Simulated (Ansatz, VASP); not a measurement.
# Hf5H in VASP and in Ansatz

INCAR

```
ALGO = Normal
DIPOL = 0.5 0.5 0.313
EDIFF = 1E-6
ENCUT = 520
GGA = PE
IDIPOL = 3
ISIF = 2
ISMEAR = 0
IVDW = 12
LASPH = True
LCHARG = False
LDIPOL = True
LREAL = False
LWAVE = False
NBANDS = 34
NELM = 100
PREC = Accurate
SIGMA = 0.1
```

KPOINTS

```
k-points
0
Gamma
  6 6 1
```

The input POSCAR:

```
Hf5H
1.0
    4.9564149667      0.0000000000      0.0000000000
   -2.4782074834      4.2923812729      0.0000000000
    0.0000000000      0.0000000000     21.1328376004
Hf H
5 1
Direct
    0.6666666667      0.3333333333      0.1892788879
    0.3333333333      0.6666666667      0.2371533849
    0.0000000000      0.0000000000      0.2763383880
    0.6666666667      0.3333333333      0.3164267596
    0.3333333333      0.6666666667      0.3706476976
    0.3333333333      1.3333333333      0.4889470026
```

Input for Ansatz:

```yaml
crystal:
  lattice:
    - [4.9564149667, 0.0, 0.0]
    - [-2.4782074834, 4.2923812729, 0.0]
    - [0.0, 0.0, 21.1328376004]
  atoms:
    - { symbol: Hf, position: [0.6666666667, 0.3333333333, 0.1892788879] }
    - { symbol: Hf, position: [0.3333333333, 0.6666666667, 0.2371533849] }
    - { symbol: Hf, position: [0.0, 0.0, 0.276338388] }
    - { symbol: Hf, position: [0.6666666667, 0.3333333333, 0.3164267596] }
    - { symbol: Hf, position: [0.3333333333, 0.6666666667, 0.3706476976] }
    - { symbol: H, position: [0.3333333333, 1.3333333333, 0.4889470026] }
basis:
  ecutwfc: 420
kpoints:
  mp_grid: { grid: [6, 6, 1] }
hamiltonian:
  xc: pbe
  dispersion: d3bj
scf:
  occupations: { method: gaussian, width: 0.1 }
output:
  forces: true
  eigenvalues: true
efield:
  axis: 3
  dipole_correction: true
  ramp_width: 0.04
```

Alike in both runs: task single point; functional PBE; dispersion D3(BJ); k mesh 6 × 6 × 1; occupations gaussian, width 0.1 eV; no spin polarisation.

|  | VASP | Ansatz |
| --- | --- | --- |
| version | VASP 6.6.1 | Ansatz 0.2.0 |
| potentials or method | VASP PAW PBE potentials, release 64 (Hf_pv, H), cutoff 520 eV | scalar-relativistic, plane waves, PAW |
| valence electrons in the cell | 51 | 131 |

Ansatz gave:

| Property | Result |
| --- | --- |
| gap on the k mesh at the Fermi level (eV) | none |
| rms of the force components (eV/Å) | 0.622 |

Problem. Which values does VASP return?

Solution. gap on the k mesh at the Fermi level (eV): none; rms of the force components (eV/Å): 0.608.

Atom by atom the forces differ by 0.034 eV/Å (rms over components). A gap of «none» marks a metal or a gap that the smearing closes. VASP's potentials hold 51 valence electrons a cell and Ansatz's 131, so a difference there can come from the potentials and not from the codes.

Neither program's run includes spin-orbit coupling.
